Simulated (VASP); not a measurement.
# As (R-3m) in VASP: notebook, part 2 of 3

VASP 6.6.1. The steps go on from the part before.

**3. Single point, revPBE+D4**

This run uses another cell than the first one, of 20.27 Å³/atom, 0.905 times its volume.

The input, INCAR:

```
ALGO = Normal
EDIFF = 1E-6
ENCUT = 600
GGA = RE
GGA_COMPAT = F
ISIF = 2
ISMEAR = -1
IVDW = 13
LASPH = T
LCHARG = T
LELF = T
LREAL = F
LVHAR = T
LWAVE = F
NBANDS = 22
NELM = 120
PREC = Accurate
SIGMA = 0.05
```

The input, KPOINTS:

```
k-points
0
Gamma
  9 9 9
```

The input, POSCAR:

```
As
1.0
    1.8828524181      1.0870653504      3.3005999880
   -1.8828524181      1.0870653504      3.3005999880
    0.0000000000     -2.1741307009      3.3005999880
As
2
Direct
    0.2316400896      0.2316400896      0.2316400896
    0.7683599104      0.7683599104      0.7683599104
```

Potentials or basis: VASP PAW PBE potentials, release 64 (As_d).

Command:

```sh
> cat potpaw_PBE.64/As_d/POTCAR > POTCAR
> mpirun -np 1 vasp_std > vasp.out
```

OUTCAR:

```text
EDIFF = 1E-6
   ENCUT = 600
   GGA = RE
   ISIF = 2
   ISMEAR = -1
   IVDW = 13
   LASPH = T
   LREAL = F
   NELM = 120
   PREC = Accurate

 ion  position               nearest neighbor table
   1  0.232  0.232  0.232-   2 2.53   2 2.53   2 2.53
   2  0.768  0.768  0.768-   1 2.53   1 2.53   1 2.53

  LATTYP: Found a trigonal (rhomboedric) cell.
 ALAT       =     3.9523163569
 COS(alpha) =     0.5461010719

  Lattice vectors:

 A1 = (   1.8828524181,   1.0870653504,   3.3005999880)
 A2 = (  -1.8828524181,   1.0870653504,   3.3005999880)
 A3 = (   0.0000000000,  -2.1741307009,   3.3005999880)

Analysis of symmetry for initial positions (statically):
=====================================================================
 Subroutine PRICEL returns:
 Original cell was already a primitive cell.

 Routine SETGRP: Setting up the symmetry group for a
 trigonal (rhombohedral) supercell.

 Subroutine GETGRP returns: Found 12 space group operations
 (whereof 12 operations were pure point group operations)
 out of a pool of 12 trial point group operations.

The static configuration has the point symmetry D_3d.

Analysis of symmetry for dynamics (positions and initial velocities):
=====================================================================
 Subroutine PRICEL returns:
 Original cell was already a primitive cell.

 Routine SETGRP: Setting up the symmetry group for a
 trigonal (rhombohedral) supercell.

 Subroutine GETGRP returns: Found 12 space group operations
 (whereof 12 operations were pure point group operations)
 out of a pool of 12 trial point group operations.

The dynamic configuration has the point symmetry D_3d.

 Subroutine INISYM returns: Found 12 space group operations
 (whereof 12 operations are pure point group operations),
 and found     1 'primitive' translations

----------------------------------------------------------------------------------------

                                     Primitive cell

  volume of cell :      40.5337

  direct lattice vectors                    reciprocal lattice vectors
     1.882852418  1.087065350  3.300599988     0.265554536  0.153317983  0.100991739
    -1.882852418  1.087065350  3.300599988    -0.265554536  0.153317983  0.100991739
     0.000000000 -2.174130701  3.300599988     0.000000000 -0.306635966  0.100991739

  length of vectors
     3.952316357  3.952316357  3.952316357     0.322838887  0.322838887  0.322838887

  position of ions in fractional coordinates (direct lattice)
     0.231640090  0.231640090  0.231640090
     0.768359910  0.768359910  0.768359910

  ion indices of the primitive-cell ions
   primitive index   ion index
                 1           1
                 2           2

----------------------------------------------------------------------------------------

 KPOINTS: k-points

Automatic generation of k-mesh.
 Grid dimensions read from file:
 generate k-points for:    9    9    9

 Generating k-lattice:

  Cartesian coordinates                     Fractional coordinates (reciprocal lattice)
     0.029506060  0.017035331  0.011221304     0.111111111  0.000000000  0.000000000
    -0.029506060  0.017035331  0.011221304     0.000000000  0.111111111  0.000000000
     0.000000000 -0.034070663  0.011221304     0.000000000  0.000000000  0.111111111

  Length of vectors
     0.035870987  0.035870987  0.035870987

  Shift w.r.t. Gamma in fractional coordinates (k-lattice)
     0.000000000  0.000000000  0.000000000

 Subroutine IBZKPT returns following result:
 ===========================================

 Found     85 irreducible k-points:

 Following reciprocal coordinates:
            Coordinates               Weight
  0.000000  0.000000  0.000000      1.000000
  0.111111  0.000000 -0.000000      6.000000
  0.222222  0.000000 -0.000000      6.000000
  0.333333  0.000000 -0.000000      6.000000
  0.444444  0.000000 -0.000000      6.000000
  0.111111  0.111111 -0.000000      6.000000
[... 16 lines left out ...]
 -0.333333  0.333333  0.000000      6.000000
  0.444444  0.444444 -0.000000      6.000000
 [... further k-points ...]
   k-points           NKPTS =     85   k-points in BZ     NKDIM =     85   number of bands    NBANDS=     22
   number of dos      NEDOS =    301   number of ions     NIONS =      2
   total plane-waves  NPLWV =  32768
   dimension x,y,z NGX =    32 NGY =   32 NGZ =   32
   dimension x,y,z NGXF=    64 NGYF=   64 NGZF=   64
   ions per type =               2
   NGX,Y,Z   is equivalent  to a cutoff of  13.46, 13.46, 13.46 a.u.
   NGXF,Y,Z  is equivalent  to a cutoff of  26.92, 26.92, 26.92 a.u.
 SYSTEM =  unknown system
   PREC   = accura    normal or accurate (medium, high low for compatibility)
   ISTART =      0    job   : 0-new  1-cont  2-samecut
   ICHARG =      2    charge: 1-file 2-atom 10-const
   ISPIN  =      1    spin polarized calculation?
   LNONCOLLINEAR =      F non collinear calculations
   LSORBIT =      F    spin-orbit coupling
   LASPH  =      T    aspherical Exc in radial PAW
   ENCUT  =  600.0 eV  44.10 Ry    6.64 a.u.   7.89  7.89  7.89*2*pi/ulx,y,z
   NELM   =    120;   NELMIN=  2; NELMDL= -5     # of ELM steps
   EDIFF  = 0.1E-05   stopping-criterion for ELM
   LREAL  =      F    real-space projection
   EDIFFG = 0.1E-04   stopping-criterion for IOM
   NSW    =      0    number of steps for IOM
   IBRION =     -1    ionic relax: 0-MD 1-quasi-New 2-CG
   NFREE  =      0    steps in history (QN), initial steepest desc. (CG)
   ISIF   =      2    stress and relaxation
   ISYM   =      2    0-nonsym 1-usesym 2-fastsym
   POTIM  = 0.5000    time-step for ionic-motion
   TEBEG  =    0.0;   TEEND  =   0.0 temperature during run
   PSTRESS=    0.0 pullay stress
   NELECT =      30.0000    total number of electrons
   NUPDOWN=      -1.0000    fix difference up-down
   EMIN   =  10.00;   EMAX   =-10.00  energy-range for DOS
   EFERMI =   0.00;   METHOD = LEGACY
   ISMEAR =    -1;   SIGMA  =   0.05  broadening in eV -4-tet -1-fermi 0-gaus
   EFERMI_NEDOS =   21; number of points for ismear=-14 and -15
   IALGO  =     38    algorithm
   IMIX   =      4    mixing-type and parameters
     AMIX     =   0.40;   BMIX     =  1.00
     AMIX_MAG =   1.60;   BMIX_MAG =  1.00
  volume/ion in A,a.u.               =      20.27       136.77
  Fermi-wavevector in a.u.,A,eV,Ry     =   1.480846  2.798393 29.836281  2.192905
  Thomas-Fermi vector in A             =   2.594830
   LORBIT       =      0    0 simple, 1 ext, 2 COOP (PROOUT), +10 PAW based schemes
   GGA     = RE    functional components
   LHFCALC =     F    Hartree Fock is set to
   AEXX    =    0.0000 exact exchange contribution
   IVDW    =    13    specifies the selected vdW correction
   LEPSILON=     F    determine dielectric tensor
   LRPA    =     F    only Hartree local field effects (RPA)
 non-spin polarized calculation
  energy-cutoff  :      600.00
  volume of cell :       40.53
 maximum number of plane-waves:      1385
   NGX = 15   NGY = 15   NGZ = 15

 number of electron      29.9999990 magnetization

 Free energy of the ion-electron system (eV)
  ---------------------------------------------------
  ext. energy  EPLUGINS =         0.00000000
  ---------------------------------------------------
  free energy    TOTEN  =        -8.62840609 eV

  energy without entropy =       -8.62692088  energy(sigma->0) =       -8.62766348

 E-fermi :   4.4238     XC(G=0): -10.9170

 val. band max:        4.3897634729   @ k =   0.3333   0.2222   0.2222
 cond. band min:       4.4328488438   @ k =   0.4444   0.0000  -0.0000
 fundamental gap:      0.0430853709
 Fermi energy:         4.4238329951

 k-point     1 :       0.0000    0.0000    0.0000
  band No.  band energies     occupation
      1     -31.9973      2.00000
      2     -31.9973      2.00000
      3     -31.9503      2.00000
      4     -31.9503      2.00000
      5     -31.9236      2.00000
      6     -31.8814      2.00000
[... 14 lines left out ...]
     21      11.1924      0.00000
     22      12.9411      0.00000
[... 552 lines left out ...]
  band No.  band energies     occupation
      1     -31.9942      2.00000
      2     -31.9551      2.00000
      3     -31.9373      2.00000
      4     -31.9169      2.00000
      5     -31.9085      2.00000
      6     -31.9057      2.00000
[... 14 lines left out ...]
     21      16.7814      0.00000
     22      18.3947      0.00000

 [... further k-points ...]

------------------------ aborting loop because EDIFF is reached ----------------------------------------

  DFT-D4 for vdW energy calculation

  Edisp (eV):   -1.69238

  FORCE on cell =-STRESS in cart. coord.  units (eV):
  Direction    XX          YY          ZZ          XY          YZ          ZX
  --------------------------------------------------------------------------------------
  -------------------------------------------------------------------------------------
  Total       0.02926     0.02926     0.02662     0.00000    -0.00000     0.00000
  in kB       1.15646     1.15646     1.05203     0.00000    -0.00000     0.00000
  external pressure =        1.12 kB  Pullay stress =        0.00 kB

 VOLUME and BASIS-vectors are now :
 -----------------------------------------------------------------------------
  energy-cutoff  :      600.00
  volume of cell :       40.53
      direct lattice vectors                 reciprocal lattice vectors
     1.882852418  1.087065350  3.300599988     0.265554536  0.153317983  0.100991739
    -1.882852418  1.087065350  3.300599988    -0.265554536  0.153317983  0.100991739
     0.000000000 -2.174130701  3.300599988     0.000000000 -0.306635966  0.100991739

 POSITION                                       TOTAL-FORCE (eV/Angst)
 -----------------------------------------------------------------------------------
      0.00000     -0.00000      2.29365         0.000000     -0.000000      0.002774
      0.00000     -0.00000      7.60815         0.000000      0.000000     -0.002774
 -----------------------------------------------------------------------------------
    total drift:                                0.000000     -0.000000      0.000000

  FREE ENERGIE OF THE ION-ELECTRON SYSTEM (eV)
  ---------------------------------------------------
  free  energy   TOTEN  =       -10.3207822913 eV

  energy  without entropy=      -10.3192970782  energy(sigma->0) =      -10.32003968
```

OSZICAR:

```text
N       E                     dE             d eps       ncg     rms          rms(c)
DAV:   1     0.207729545887E+03    0.20773E+03   -0.14205E+04  4990   0.716E+03
DAV:   2     0.212001605857E+02   -0.18653E+03   -0.17752E+03  3842   0.943E+02
DAV:   3    -0.721197416588E+01   -0.28412E+02   -0.27886E+02  4046   0.152E+02
DAV:   4    -0.861505290347E+01   -0.14031E+01   -0.14000E+01  4432   0.387E+01
DAV:   5    -0.864061372631E+01   -0.25561E-01   -0.25560E-01  4156   0.641E+00    0.417E+00
DAV:   6    -0.863140932285E+01    0.92044E-02   -0.87620E-03  4888   0.115E+00    0.246E+00
DAV:   7    -0.862800640852E+01    0.34029E-02   -0.11240E-02  5162   0.113E+00    0.130E-01
DAV:   8    -0.862836427971E+01   -0.35787E-03   -0.76558E-04  4498   0.270E-01    0.210E-02
DAV:   9    -0.862840155475E+01   -0.37275E-04   -0.32673E-05  3730   0.388E-02    0.715E-03
DAV:  10    -0.862840584212E+01   -0.42874E-05   -0.52310E-06  3802   0.156E-02    0.174E-03
DAV:  11    -0.862840609052E+01   -0.24841E-06   -0.59770E-07  3100   0.654E-03
   1 F= -.10320782E+02 E0= -.10320040E+02  d E =-.148521E-02
```

Wall time 23 s (1 thread of Intel Xeon 6975P-C (Granite Rapids), shared host); peak memory 0.22 GiB.

Results:

- Free energy: -10.3208 eV
- Pressure: 0.1 GPa
- Band gap on the k mesh: 0.04 eV, indirect (least direct gap 0.59 eV)
- Dispersion energy per atom: -0.846 eV

Forces in eV/Å, atoms in the order of the input:
```
As   0.000  0.000  0.003
As   0.000  0.000 -0.003
```

Caveat: the PAW data sets were made with another functional, which shifts forces and pressure a little.

[end of part 2 of 3]
